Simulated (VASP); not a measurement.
Here is a VASP 6.6.1 calculation.

Contents of POSCAR:

```
BaO
1.0
    0.0000000000      2.7719426816      2.7719426816
    2.7719426816      0.0000000000      2.7719426816
    2.7719426816      2.7719426816      0.0000000000
Ba O
1 1
Direct
    0.0000000000      0.0000000000      0.0000000000
    0.5000000000      0.5000000000      0.5000000000
```

The input INCAR.step1:

```
PREC = Accurate
ENCUT = 520
EDIFF = 1E-5
ISMEAR = 0
SIGMA = 0.01
LREAL = F
LASPH = T
NELM = 120
ALGO = Normal
ISIF = 2
LWAVE = T
GGA = PE
NBANDS = 15
GGA_COMPAT = F
```

The input INCAR.step2:

```
PREC = Accurate
ENCUT = 520
EDIFF = 1E-6
ISMEAR = 0
SIGMA = 0.01
LREAL = F
LASPH = T
NELM = 120
ALGO = Normal
ISIF = 2
LWAVE = F
LCHARG = T
GGA = PE
LHFCALC = T
AEXX = 0.25
PRECFOCK = Normal
LELF = T
LVHAR = T
ISTART = 1
NBANDS = 15
GGA_COMPAT = F
```

File KPOINTS:

```
Automatic mesh
0
Gamma
  6 6 6
```

Potentials or basis: VASP PAW PBE potentials, release 64 (Ba_sv, O).

Command:

```console
$ cat potpaw_PBE.64/Ba_sv/POTCAR potpaw_PBE.64/O/POTCAR > POTCAR
$ cp INCAR.step1 INCAR
$ mpirun -np 1 vasp_std > vasp.out
$ cp INCAR.step2 INCAR
$ mpirun -np 1 vasp_std > vasp.out
```

Question: Predict the band gap on the k mesh.

Answer: 3.99 eV.

Question: What does it give for the pressure?

Answer: 1.0 GPa.

Caveat: the PAW data sets were made with another functional, which shifts forces and pressure a little; spin-orbit coupling is left out, which moves the levels of the heavy elements. A k mesh can miss the band edges.
